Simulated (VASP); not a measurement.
BN, 2 atoms in the cell. It takes space group R-3m (No. 166, trigonal). Conventional cell: a = 2.469 Å, b = 2.469 Å, c = 6.138 Å, α = 90.00°, β = 90.00°, γ = 120.00°. B (site symmetry -3m) has 6 N at 1.75 Å within 2.3 Å. Within 2.3 Å of N (site symmetry -3m) lie 6 B at 1.75 Å.  This cell differs from its parent crystal: strain along [111] +1.5%.

| Property | Result |
| --- | --- |
| Program | VASP 6.6.1 |
| Task | single point |
| Functional | r2SCAN |
| Potentials or basis | VASP PAW PBE potentials, release 64 (B, N) |
| Cutoff | 520 eV |
| k mesh | 12 × 12 × 12 |
| Occupations | gaussian, width 0.01 eV |
| Spin | no spin polarisation |
| Dipole correction | no |
| Further INCAR settings | ALGO = Normal; EDIFF = 1e-06; NBANDS = 11 |

Potentials or basis: VASP PAW PBE potentials, release 64 (B, N).

Launch:

```bash
$ cat potpaw_PBE.64/B/POTCAR potpaw_PBE.64/N/POTCAR > POTCAR
$ cp INCAR.step1 INCAR
$ mpirun -np 1 vasp_std > vasp.out
$ cp INCAR.step2 INCAR
$ mpirun -np 1 vasp_std > vasp.out
```

Hardware: 1 thread of Intel Xeon 6975P-C, on a shared host.

Question: Estimate the wall time of this run.

Answer: Run time: 59 s on 1 thread of Intel Xeon 6975P-C (shared host), peak memory 0.14 GiB. Counts: k points 189.
